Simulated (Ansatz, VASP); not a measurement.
# One calculation of Sc3BN2, two programs

```
CELL_PARAMETERS angstrom
5.86464 0.00000 0.00000
-2.93232 5.07893 0.00000
0.00000 0.00000 3.88981
ATOMIC_POSITIONS crystal
Sc 0.50000 0.00000 0.00000
Sc 0.00000 0.50000 0.00000
Sc 0.50000 0.50000 0.00000
B 0.00000 0.00000 0.00000
N 0.00000 0.00000 0.33902
N 0.00000 0.00000 0.66098
```

Alike in both runs: functional PBE; k mesh 6 × 6 × 4; occupations gaussian, width 0.1 eV; no spin polarisation.

Ansatz relaxed the structure, and its values are those at the end. VASP's run is a single point on that final structure, the one shown.

|  | VASP | Ansatz |
| --- | --- | --- |
| version | VASP 6.6.1 | Ansatz 0.2.0 |
| potentials or method | VASP PAW PBE potentials, release 64 (Sc_sv, B, N), cutoff 520 eV | scalar-relativistic, plane waves, PAW |
| valence electrons in the cell | 46 | 46 |

```tsv
	VASP	Ansatz	Ansatz less VASP
gap on the k mesh at the Fermi level (eV)	none	none	-
pressure (GPa)	0.0	0.1	+0.10
rms of the force components (eV/Å)	0.035	0.006	-0.0284
```

A gap of «none» marks a metal or a gap that the smearing closes. The functional is the same, so the differences come from potentials, cutoffs and numerics.

The k mesh is coarse, so the values compare programs but aren't converged. Noted on VASP's run: the standard files for N, O and F lose accuracy on very short bonds.
